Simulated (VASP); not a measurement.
Wanted: the native input for a VASP 6.6.1 run.

```yaml
Task: single point
Functional: PBE
Dispersion: D3(BJ)
Potentials_or_basis: VASP PAW PBE potentials, release 64 (Se)
Cutoff: 520 eV
k_mesh: 9 × 9 × 8
Occupations: gaussian, width 0.05 eV
Spin: no spin polarisation
Dipole_correction: no
Further_INCAR_settings: ALGO = Normal; EDIFF = 1e-06; NBANDS = 16
```

The structure of Se lies in POSCAR:

```
Se
1.0
    4.0681465756      0.0000000000      0.0000000000
   -2.0340732878      3.5231182808      0.0000000000
    0.0000000000      0.0000000000      5.1277306289
Se
3
Direct
    0.3087981154      0.0000000000      0.3333333333
    0.0000000000      0.3087981154      0.6666666667
    0.6912018846      0.6912018846      0.0000000000
```

This cell differs from its parent crystal: c/a of the conventional cell at fixed volume 1.2605.

The input as run:

INCAR

```
ALGO = Normal
EDIFF = 1E-6
ENCUT = 520
GGA = PE
ISIF = 2
ISMEAR = 0
IVDW = 12
LASPH = T
LCHARG = T
LELF = T
LREAL = F
LVHAR = T
LWAVE = F
NBANDS = 16
NELM = 80
PREC = Accurate
SIGMA = 0.05
```

KPOINTS

```
k-points
0
Gamma
  9 9 8
```

Potentials or basis: VASP PAW PBE potentials, release 64 (Se).

Run with:

```bash
$ cat potpaw_PBE.64/Se/POTCAR > POTCAR
$ mpirun -np 1 vasp_std > vasp.out
```

Results of the run:

* Pressure: -6.5 GPa
* Largest force: 0.565 eV/Å
* Band gap on the k mesh: zero (band 9 reaches 4.04 eV, above the bottom of band 10 at 3.38 eV)
* Dispersion energy per atom: -0.357 eV

Caveat: pairwise dispersion overbinds metals, which lowers pressure and volume.

Run time: 42 s on 1 thread of AMD EPYC 9R45 96-Core Processor (Zen 5) (shared host), peak memory 0.2 GiB.
